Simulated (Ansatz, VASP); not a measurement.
# SrO in VASP and in Ansatz

```
Sr O
1.0
     3.57679    0.00000    0.00000
    -1.78840    3.09759    0.00000
     0.00000    0.00000    6.24297
Sr O
2 2
Direct
  0.33333 0.66667 0.25000
  0.66667 0.33333 0.75000
  0.00000 0.00000 0.00000
  0.00000 0.00000 0.50000
```

Alike in both runs: task single point; functional PBE; k mesh 9 × 9 × 4; occupations gaussian, width 0.02 eV; non-collinear spin, spin-orbit coupling.

|  | VASP | Ansatz |
| --- | --- | --- |
| version | VASP 6.6.1 | Ansatz 0.2.0 |
| potentials or method | VASP PAW PBE potentials, release 64 (Sr_sv, O), cutoff 520 eV | plane waves, PAW |
| valence electrons in the cell | 32 | 32 |

VASP gave:

```
pressure (GPa)           : 0.5
net moment per atom (μB) : 0.00
```

Estimate Ansatz's values.

pressure (GPa): 0.0; net moment per atom (μB): 0.00.
